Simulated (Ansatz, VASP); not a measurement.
# Ti in VASP and in Ansatz

Contents of INCAR:

```
  PREC = Accurate
  ENCUT = 500
  EDIFF = 1E-6
  ISMEAR = 1
  SIGMA = 0.25
  LREAL = False
  LASPH = True
  NELM = 120
  ALGO = Normal
  ISIF = 2
  LWAVE = False
  LCHARG = False
  GGA = PE
  NBANDS = 12
  GGA_COMPAT = False
```

Contents of KPOINTS:

```
Automatic mesh
0
Gamma
  2 2 2
```

File POSCAR:

```
Ti
1.0
    0.0000000000      2.0300000000      2.0300000000
    2.0300000000      0.0000000000      2.0300000000
    2.0300000000      2.0300000000      0.0000000000
Ti
1
Direct
    0.0000000000      0.0000000000      0.0000000000
```

Input for Ansatz:

```yaml
crystal:
  lattice:
    - [0.0, 2.03, 2.03]
    - [2.03, 0.0, 2.03]
    - [2.03, 2.03, 0.0]
  atoms:
    - { symbol: Ti, position: [0.0, 0.0, 0.0] }
basis:
  xc_grid: 4
kpoints:
  mp_grid: { grid: [2, 2, 2] }
  band_path: { path: [VBM, CBM], npoints: 5 }
hamiltonian:
  xc: pbe
  pseudopotentials: { kind: paw, source: ansatz }
scf:
  occupations: { method: cold, width: 0.25 }
  mixing: { globalisation: backtrack, q_tf: 2.0 }
  max_iter: 30
  convergence: { dr2_threshold: "1e-9 eV" }
output:
  forces: true
  stress: true
  eigenvalues: true
```

Alike in both runs: task single point; functional PBE; k mesh 2 × 2 × 2; no spin polarisation.

|  | VASP | Ansatz |
| --- | --- | --- |
| version | VASP 6.6.1 | Ansatz 0.2.0 |
| potentials or method | VASP PAW PBE potentials, release 64 (Ti_sv) | scalar-relativistic, plane waves, PAW (harder set) |
| plane-wave cutoff (eV) | 500 | 740 |
| occupations | methfessel-paxton of order 1, width 0.25 eV | cold, width 0.25 eV |
| valence electrons in the cell | 12 | 12 |

```tsv
	VASP	Ansatz	Ansatz less VASP
gap on the k mesh at the Fermi level (eV)	none	none	-
pressure (GPa)	-7.1	-6.9	+0.29
```

A gap of «none» marks a metal or a gap that the smearing closes. Ansatz's warnings: band edges overlap, stress scf threshold loose.

The k mesh is coarse, so the values compare programs but aren't converged.
